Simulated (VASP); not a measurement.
Crystal: Hf2Pd2Se2Br2O3.

```
CELL_PARAMETERS angstrom
5.76069 0.00496 -0.00286
-0.52750 5.84664 0.03413
-1.48435 -0.92642 6.64586
ATOMIC_POSITIONS crystal
Hf 0.74540 0.39602 0.34989
Hf 0.28763 0.45322 0.59401
Pd 0.90854 0.13294 0.84849
Pd 0.25249 0.90323 0.35874
Se 0.63469 0.40355 0.93716
Se 0.62597 0.78174 0.53023
Br 0.85273 0.99089 0.15355
Br 0.22526 0.82084 0.86223
O 0.96040 0.28925 0.59026
O 0.43233 0.24524 0.40864
O 0.07457 0.58308 0.36682
```

Base run:

| Quantity | Value |
| --- | --- |
| Program | VASP 6.6.1 |
| Functional | PBE |
| Dispersion | D3(BJ) |
| Potentials or basis | VASP PAW PBE potentials, release 64 (Hf_pv, Pd, Se, Br, O) |
| Cutoff | 520 eV |
| k mesh | 4 × 4 × 3 |
| Occupations | fermi-dirac, width 0.05 eV |
| Spin | no spin polarisation |

Its results: band gap on the k mesh 0.20 eV (least direct gap 0.34 eV); pressure -2.9 GPa; largest force 0.188 eV/Å.

**Question.** The run is repeated on the same cell with these changes: dispersion from D3(BJ) to none; hubbard terms from none to Hf d U = 3.0 eV, Pd d U = 3.0 eV. What comes out?

**Answer.** Band gap on the k mesh 0.47 eV (least direct gap 0.52 eV); pressure 1.3 GPa; largest force 0.689 eV/Å.

Several settings changed at once.

Caveats: semilocal functionals underestimate gaps, and a narrow one can read as zero; spin-orbit coupling is left out, which moves the levels of the heavy elements; three body term missing (at least some runs).

A k mesh can miss the band edges.
